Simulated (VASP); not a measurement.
# Sn in VASP: density of states with PBEsol

Aim: the density of states of Sn with PBEsol.

All numbers are computed with VASP 6.6.1; they aren't measurements. Logs are shortened: lines on timing, memory, paths and dates and some standing lists are left out, and cuts for length are marked.

## (1) The cell of the first run

The cell holds a slab with vacuum, 4 atoms: a = 4.623 Å, b = 6.538 Å, c = 18.311 Å, α = 90.00°, β = 90.00°, γ = 90.00°.

## (2) Density of states, PBEsol

The input, POSCAR:

```
Sn
1.0
    4.6230980580      0.0000000000      0.0000000000
    0.0000000000      6.5380479738      0.0000000000
    0.0000000000      0.0000000000     18.3115000000
Sn
4
Direct
    0.0000000000      0.3750000000      0.4368825867
    0.5000000000      0.1250000000      0.4368825867
    0.5000000000      0.8750000000      0.5631174133
    0.0000000000      0.6250000000      0.5631174133
```

The input, INCAR.step1:

```
SYSTEM = Sn
PREC = Accurate ; ENCUT = 520
EDIFF = 1E-6 ; ISMEAR = -1
SIGMA = 0.02 ; LREAL = .False.
LASPH = .True. ; NELM = 100
ALGO = Normal ; ISIF = 2
LWAVE = .False. ; LCHARG = .True.
LDIPOL = .True. ; IDIPOL = 3
DIPOL = 0.5 0.5 0.500 ; GGA = PS
NBANDS = 36
```

The input, KPOINTS.step1:

```
Automatic mesh
0
Gamma
  6 4 1
  0 0 0
```

The input, INCAR.step2:

```
SYSTEM = Sn
PREC = Accurate ; ENCUT = 520
EDIFF = 1E-6 ; ISMEAR = 0
SIGMA = 0.02 ; LREAL = .False.
LASPH = .True. ; NELM = 100
ALGO = Normal ; ISIF = 2
LWAVE = .False. ; LCHARG = .False.
LDIPOL = .True. ; IDIPOL = 3
DIPOL = 0.5 0.5 0.500 ; GGA = PS
LORBIT = 11 ; NBANDS = 36
NEDOS = 2001 ; ICHARG = 11
```

The input, KPOINTS.step2:

```
Automatic mesh
0
Gamma
  9 6 1
  0 0 0
```

Potentials or basis: VASP PAW PBE potentials, release 64 (Sn_d).

Command:

```bash
$ cat potpaw_PBE.64/Sn_d/POTCAR > POTCAR
$ cp INCAR.step1 INCAR
$ cp KPOINTS.step1 KPOINTS
$ mpirun -np 1 vasp_std > vasp.out
$ cp INCAR.step2 INCAR
$ cp KPOINTS.step2 KPOINTS
$ mpirun -np 1 vasp_std > vasp.out
```

OUTCAR:

```text
SYSTEM = Sn
   PREC = Accurate
   ENCUT = 520
   EDIFF = 1E-6
   ISMEAR = 0
   LREAL = .False.
   LASPH = .True.
   NELM = 100
   ISIF = 2
   GGA = PS
   LORBIT = 11
   ICHARG = 11

 ion  position               nearest neighbor table
   1  0.000  0.375  0.437-   4 2.83   2 2.83   2 2.83
   2  0.500  0.125  0.437-   3 2.83   1 2.83   1 2.83
   3  0.500  0.875  0.563-   2 2.83   4 2.83   4 2.83
   4  0.000  0.625  0.563-   1 2.83   3 2.83   3 2.83

  LATTYP: Found a simple orthorhombic cell.
 ALAT       =     4.6230980580
 B/A-ratio  =     1.4142135624
 C/A-ratio  =     3.9608720755

  Lattice vectors:

 A1 = (   4.6230980580,   0.0000000000,   0.0000000000)
 A2 = (   0.0000000000,   6.5380479738,   0.0000000000)
 A3 = (   0.0000000000,   0.0000000000,  18.3115000000)

Analysis of symmetry for initial positions (statically):
=====================================================================
 Subroutine PRICEL returns:
 Original cell was already a primitive cell.

 Routine SETGRP: Setting up the symmetry group for a
 simple orthorhombic supercell.

 Subroutine GETGRP returns: Found  8 space group operations
 (whereof  4 operations were pure point group operations)
 out of a pool of  8 trial point group operations.

The static configuration has the point symmetry C_2h.
 The point group associated with its full space group is D_2h.

Analysis of symmetry for dynamics (positions and initial velocities):
=====================================================================
 Subroutine PRICEL returns:
 Original cell was already a primitive cell.

 Routine SETGRP: Setting up the symmetry group for a
 simple orthorhombic supercell.

 Subroutine GETGRP returns: Found  8 space group operations
 (whereof  4 operations were pure point group operations)
 out of a pool of  8 trial point group operations.

The dynamic configuration has the point symmetry C_2h.
 The point group associated with its full space group is D_2h.

 Subroutine INISYM returns: Found  8 space group operations
 (whereof  4 operations are pure point group operations),
 and found     1 'primitive' translations

----------------------------------------------------------------------------------------

                                     Primitive cell

  volume of cell :     553.4841

  direct lattice vectors                    reciprocal lattice vectors
     4.623098058  0.000000000  0.000000000     0.216305168  0.000000000  0.000000000
     0.000000000  6.538047974  0.000000000     0.000000000  0.152950851  0.000000000
     0.000000000  0.000000000 18.311500000     0.000000000  0.000000000  0.054610491

  length of vectors
     4.623098058  6.538047974 18.311500000     0.216305168  0.152950851  0.054610491

  position of ions in fractional coordinates (direct lattice)
     0.000000000  0.375000000  0.436882587
     0.500000000  0.125000000  0.436882587
     0.500000000  0.875000000  0.563117413
     0.000000000  0.625000000  0.563117413

  ion indices of the primitive-cell ions
   primitive index   ion index
                 1           1
                 2           2
                 3           3
                 4           4

----------------------------------------------------------------------------------------

 KPOINTS: Automatic mesh

Automatic generation of k-mesh.
 Grid dimensions read from file:
 generate k-points for:    9    6    1

 Generating k-lattice:

  Cartesian coordinates                     Fractional coordinates (reciprocal lattice)
     0.024033908  0.000000000  0.000000000     0.111111111  0.000000000  0.000000000
     0.000000000  0.025491808  0.000000000     0.000000000  0.166666667  0.000000000
     0.000000000  0.000000000  0.054610491     0.000000000  0.000000000  1.000000000

  Length of vectors
     0.024033908  0.025491808  0.054610491

  Shift w.r.t. Gamma in fractional coordinates (k-lattice)
     0.000000000  0.000000000  0.000000000

 Subroutine IBZKPT returns following result:
 ===========================================

 Found     20 irreducible k-points:

 Following reciprocal coordinates:
            Coordinates               Weight
  0.000000  0.000000  0.000000      1.000000
  0.111111  0.000000  0.000000      2.000000
  0.222222  0.000000  0.000000      2.000000
  0.333333  0.000000  0.000000      2.000000
  0.444444  0.000000  0.000000      2.000000
  0.000000  0.166667  0.000000      2.000000
[... 12 lines left out ...]
  0.333333  0.500000  0.000000      2.000000
  0.444444  0.500000  0.000000      2.000000
   k-points           NKPTS =     20   k-points in BZ     NKDIM =     20   number of bands    NBANDS=     36
   number of dos      NEDOS =   2001   number of ions     NIONS =      4
   total plane-waves  NPLWV = 252000
   dimension x,y,z NGX =    36 NGY =   50 NGZ =  140
   dimension x,y,z NGXF=    72 NGYF=  100 NGZF=  280
   ions per type =               4
   NGX,Y,Z   is equivalent  to a cutoff of  12.95, 12.71, 12.71 a.u.
   NGXF,Y,Z  is equivalent  to a cutoff of  25.89, 25.43, 25.42 a.u.
 SYSTEM =  Sn
   PREC   = accura    normal or accurate (medium, high low for compatibility)
   ISTART =      0    job   : 0-new  1-cont  2-samecut
   ICHARG =     11    charge: 1-file 2-atom 10-const
   ISPIN  =      1    spin polarized calculation?
   LNONCOLLINEAR =      F non collinear calculations
   LSORBIT =      F    spin-orbit coupling
   LASPH  =      T    aspherical Exc in radial PAW
   ENCUT  =  520.0 eV  38.22 Ry    6.18 a.u.   8.60 12.16 34.05*2*pi/ulx,y,z
   NELM   =    100;   NELMIN=  2; NELMDL=  0     # of ELM steps
   EDIFF  = 0.1E-05   stopping-criterion for ELM
   LREAL  =      F    real-space projection
   EDIFFG = 0.1E-04   stopping-criterion for IOM
   NSW    =      0    number of steps for IOM
   IBRION =     -1    ionic relax: 0-MD 1-quasi-New 2-CG
   NFREE  =      0    steps in history (QN), initial steepest desc. (CG)
   ISIF   =      2    stress and relaxation
   ISYM   =      2    0-nonsym 1-usesym 2-fastsym
   POTIM  = 0.5000    time-step for ionic-motion
   TEBEG  =    0.0;   TEEND  =   0.0 temperature during run
   PSTRESS=    0.0 pullay stress
   NELECT =      56.0000    total number of electrons
   NUPDOWN=      -1.0000    fix difference up-down
   EMIN   =  10.00;   EMAX   =-10.00  energy-range for DOS
   EFERMI =   0.00;   METHOD = LEGACY
   ISMEAR =     0;   SIGMA  =   0.02  broadening in eV -4-tet -1-fermi 0-gaus
   EFERMI_NEDOS =   21; number of points for ismear=-14 and -15
   IALGO  =     38    algorithm
   IMIX   =      4    mixing-type and parameters
     AMIX     =   0.40;   BMIX     =  1.00
     AMIX_MAG =   1.60;   BMIX_MAG =  1.00
  volume/ion in A,a.u.               =     138.37       933.77
  Fermi-wavevector in a.u.,A,eV,Ry     =   0.762844  1.441566  7.917654  0.581931
  Thomas-Fermi vector in A             =   1.862395
   LORBIT       =     11    0 simple, 1 ext, 2 COOP (PROOUT), +10 PAW based schemes
   GGA     = PS    functional components
   LHFCALC =     F    Hartree Fock is set to
   AEXX    =    0.0000 exact exchange contribution
   IVDW    =     0    specifies the selected vdW correction
   LEPSILON=     F    determine dielectric tensor
   LRPA    =     F    only Hartree local field effects (RPA)
 non-spin polarized calculation
 Gauss-broadening in eV      SIGMA  =   0.02
  energy-cutoff  :      520.00
  volume of cell :      553.48
 maximum number of plane-waves:     14976
 NGX is ok and might be reduce to    36

 number of electron      56.0000030 magnetization

 dipolmoment           0.000000      0.000000      0.000000 electrons x Angstroem

 Free energy of the ion-electron system (eV)
  ---------------------------------------------------
  ext. energy  EPLUGINS =         0.00000000
  ---------------------------------------------------
  free energy    TOTEN  =       -14.37892906 eV

  energy without entropy =      -14.37892906  energy(sigma->0) =      -14.37892906

 E-fermi :  -1.9679     XC(G=0):  -3.0291

 val. band max:       -2.0594136509   @ k =   0.1111   0.5000   0.0000
 cond. band min:      -1.8831963297   @ k =   0.4444   0.0000   0.0000
 fundamental gap:      0.1762173211
 Fermi energy:        -1.9679491670

 k-point     1 :       0.0000    0.0000    0.0000
  band No.  band energies     occupation
      1     -23.2685      2.00000
      2     -23.2333      2.00000
      3     -23.2230      2.00000
      4     -23.1883      2.00000
      5     -23.1749      2.00000
      6     -23.1275      2.00000
[... 28 lines left out ...]
     35       2.0374      0.00000
     36       2.2721      0.00000

 k-point     2 :       0.1111    0.0000    0.0000
  band No.  band energies     occupation
      1     -23.2682      2.00000
      2     -23.2396      2.00000
      3     -23.2223      2.00000
      4     -23.1874      2.00000
      5     -23.1797      2.00000
      6     -23.1215      2.00000
[... 28 lines left out ...]
     35       2.2234      0.00000
     36       2.3549      0.00000

 k-point     3 :       0.2222    0.0000    0.0000
  band No.  band energies     occupation
      1     -23.2673      2.00000
      2     -23.2505      2.00000
      3     -23.2178      2.00000
      4     -23.1867      2.00000
      5     -23.1852      2.00000
      6     -23.1253      2.00000
[... 28 lines left out ...]
     35       2.4461      0.00000
     36       2.5028      0.00000

 k-point     4 :       0.3333    0.0000    0.0000
  band No.  band energies     occupation
      1     -23.2660      2.00000
      2     -23.2579      2.00000
      3     -23.2071      2.00000
      4     -23.1881      2.00000
      5     -23.1832      2.00000
      6     -23.1431      2.00000
[... 28 lines left out ...]
     35       2.7929      0.00000
     36       2.9245      0.00000

 k-point     5 :       0.4444    0.0000    0.0000
  band No.  band energies     occupation
      1     -23.2641      2.00000
      2     -23.2618      2.00000
      3     -23.1935      2.00000
      4     -23.1848      2.00000
      5     -23.1801      2.00000
      6     -23.1634      2.00000
[... 499 lines left out ...]
 k-point    18 :       0.2222    0.5000    0.0000
  band No.  band energies     occupation
      1     -23.2565      2.00000
      2     -23.2565      2.00000
      3     -23.2105      2.00000
      4     -23.2105      2.00000
      5     -23.1550      2.00000
      6     -23.1550      2.00000
[... 28 lines left out ...]
     35       2.5335      0.00000
     36       2.5336      0.00000

 k-point    19 :       0.3333    0.5000    0.0000
  band No.  band energies     occupation
      1     -23.2628      2.00000
      2     -23.2628      2.00000
      3     -23.2063      2.00000
      4     -23.2063      2.00000
      5     -23.1499      2.00000
      6     -23.1499      2.00000
[... 28 lines left out ...]
     35       3.1583      0.00000
     36       3.2530      0.00000

 k-point    20 :       0.4444    0.5000    0.0000
  band No.  band energies     occupation
      1     -23.2651      2.00000
      2     -23.2651      2.00000
      3     -23.2040      2.00000
      4     -23.2040      2.00000
      5     -23.1435      2.00000
      6     -23.1435      2.00000
[... 28 lines left out ...]
     35       2.9935      0.00000
     36       2.9935      0.00000

------------------------ aborting loop because EDIFF is reached ----------------------------------------

 vacuum level on the upper side and lower side of the slab       (xc-potential included)        -0.066        -0.066

  FORCE on cell =-STRESS in cart. coord.  units (eV):
  Direction    XX          YY          ZZ          XY          YZ          ZX
  --------------------------------------------------------------------------------------
  -------------------------------------------------------------------------------------
  Total       -0.0313009     -1.4274436     -0.5736131      0.0000000      0.0000000      0.0000000
  in kB       -0.0906072     -4.1320391     -1.6604452      0.0000000      0.0000000      0.0000000
  external PRESSURE =      -1.9610305 kB  Pullay stress =       0.0000000 kB

 VOLUME and BASIS-vectors are now :
 -----------------------------------------------------------------------------
  energy-cutoff  :      520.00
  volume of cell :      553.48
      direct lattice vectors                 reciprocal lattice vectors
     4.623098058  0.000000000  0.000000000     0.216305168  0.000000000  0.000000000
     0.000000000  6.538047974  0.000000000     0.000000000  0.152950851  0.000000000
     0.000000000  0.000000000 18.311500000     0.000000000  0.000000000  0.054610491

 POSITION                                       TOTAL-FORCE (eV/Angst)
 -----------------------------------------------------------------------------------
      0.00000      2.45177      7.99998         0.000000      0.065549      0.185179
      2.31155      0.81726      7.99998        -0.000000     -0.065549      0.185179
      2.31155      5.72079     10.31152         0.000000      0.065549     -0.185179
      0.00000      4.08628     10.31152         0.000000     -0.065549     -0.185179
 -----------------------------------------------------------------------------------
    total drift:                                0.000000     -0.000000      0.000000

  FREE ENERGIE OF THE ION-ELECTRON SYSTEM (eV)
  ---------------------------------------------------
  free  energy   TOTEN  =       -14.3789290642 eV

  energy  without entropy=      -14.3789290642  energy(sigma->0) =      -14.37892906

 vacuum level on the upper side and lower side of the slab         2.267         2.267

 total charge

# of ion       s       p       d       tot
------------------------------------------
    1        1.240   1.043   9.955  12.238
    2        1.240   1.043   9.955  12.238
    3        1.240   1.043   9.955  12.238
    4        1.240   1.043   9.955  12.238
--------------------------------------------------
tot          4.960   4.173  39.820  48.953
```

Run time: 12 min. Hardware: 1 thread of Oxide Virtual Turin-like, shared host; peak memory 0.62 GiB.

Results:

| Property | Result |
| --- | --- |
| Valence electrons inside the program's atomic spheres | Sn 12.24 |

Caveat: the PAW data sets were made with another functional, which shifts forces and pressure a little; spin-orbit coupling is left out, which moves the levels of the heavy elements.
